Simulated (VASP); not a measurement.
Input of a VASP 6.6.1 run:

File INCAR:

```
PREC = Accurate
ENCUT = 520
EDIFF = 1E-7
ISMEAR = -1
SIGMA = 0.02
LREAL = F
LASPH = T
NELM = 60
ALGO = Normal
ISIF = 2
LWAVE = F
LCHARG = F
GGA = PE
NBANDS = 15
```

The input KPOINTS:

```
Automatic mesh
0
Gamma
  8 8 8
```

POSCAR

```
KF
1.0
    0.0000000000      2.6589614660      2.6589614660
    2.6589614660      0.0000000000      2.6589614660
    2.6589614660      2.6589614660      0.0000000000
K F
1 1
Direct
    0.0000000000      0.0000000000      0.0000000000
    0.5000000000      0.5000000000      0.5000000000
```

Potentials or basis: VASP PAW PBE potentials, release 64 (K_sv, F).

Launch:

```sh
$ cat potpaw_PBE.64/K_sv/POTCAR potpaw_PBE.64/F/POTCAR > POTCAR
$ mpirun -np 1 vasp_std > vasp.out
```

Question: Estimate the band gap on the k mesh.

Answer: 6.24 eV, direct.

Question: What does it give for the pressure?

Answer: 2.0 GPa.

A k mesh can miss the band edges. Expect the measured gap to be larger: semilocal functionals such as PBE lack the derivative discontinuity.
